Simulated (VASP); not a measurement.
# PbS (Galena): single point with LDA

Crystal: PbS (Galena).

```
Pb S
1.0
     0.00000    2.96575    2.96575
     2.96575    0.00000    2.96575
     2.96575    2.96575    0.00000
Pb S
1 1
Direct
  0.00000 0.00000 0.00000
  0.50000 0.50000 0.50000
```

- Program: VASP 6.6.1
- Task: single point
- Functional: LDA
- Potentials or basis: VASP PAW LDA potentials, release 64 (Pb_d, S)
- Cutoff: 520 eV
- k mesh: 6 × 6 × 6
- Occupations: gaussian, width 0.01 eV
- Spin: no spin polarisation
- Dipole correction: no
- Further INCAR settings: ALGO = Normal; EDIFF = 1e-06; NBANDS = 17

```json
{
 "Pressure": "-2.6 GPa",
 "Band gap on the k mesh": "0.21 eV, direct"
}
```

Levels at points of the mesh, in eV from the valence-band top:
```
           k point  band 6  band 7  band 8  band 9  band 10  band 11  band 12  band 13  band 14  band 15
(0.00, 0.00, 0.00)  -13.57   -6.08   -2.16   -2.16    -2.16     5.07     5.07     5.07     6.64     6.64
(0.50, 0.00, 0.00)  -12.28   -8.93   -1.76   -1.76     0.00     0.21     1.83     1.83     8.47    10.09
(0.50, 0.50, 0.00)  -11.85   -7.28   -5.26   -3.46    -3.46     3.73     5.46     5.56     5.56    11.18
```

Wall time 13 s on 1 thread of AMD EPYC 7R43 64-Core Processor (Zen 3) (shared host), peak memory 0.12 GiB.

Caveat: spin-orbit coupling is left out, which moves the levels of the heavy elements. A k mesh can miss the band edges.
